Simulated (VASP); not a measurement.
A run of VASP 6.6.1 is set up as follows.

File INCAR:

```
SYSTEM = La2OF2
  ALGO = Normal
  EDIFF = 1E-6
  ENCUT = 520
  GGA = PE
  ISIF = 2
  ISMEAR = 0
  LASPH = .TRUE.
  LCHARG = .FALSE.
  LREAL = .FALSE.
  LWAVE = .FALSE.
  NBANDS = 53
  NELM = 80
  PREC = Accurate
  SIGMA = 0.1
```

KPOINTS

```
k-points
0
G
  6 6 1
  0 0 0
```

The input POSCAR:

```
La2OF2
1.0
    3.6539095204      0.0000000000      0.0000000000
   -1.8269547602      3.1643784678      0.0000000000
    0.0000000000      0.0000000000     16.5487732444
La O F
4 2 4
Direct
    0.0000000000      0.0000000000      0.6559281305
    0.0000000000      0.0000000000      0.3440718695
    0.0000000000      0.0000000000      0.1559281305
    0.0000000000      0.0000000000      0.8440718695
    0.6666666667      0.3333333333      0.7500000000
    0.3333333333      0.6666666667      0.2500000000
    0.6666666667      0.3333333333      0.0763264066
    0.3333333333      0.6666666667      0.9236735934
    0.3333333333      0.6666666667      0.5763264066
    0.6666666667      0.3333333333      0.4236735934
```

Potentials or basis: VASP PAW PBE potentials, release 64 (La, O, F).

Command:

```bash
$ cat potpaw_PBE.64/La/POTCAR potpaw_PBE.64/O/POTCAR potpaw_PBE.64/F/POTCAR > POTCAR
$ mpirun -np 1 vasp_std > vasp.out
```

(1) Estimate the pressure.

(2) What does it give for the largest force?

(3) What does it give for the band gap on the k mesh?

Answers

(1) -0.2 GPa.

(2) 0.007 eV/Å.

(3) zero (bands 42 and 43 overlap by 0.40 eV).

Caveat: the k points lie up to 0.38 Å⁻¹ apart; spin-orbit coupling is left out, which moves the levels of the heavy elements.
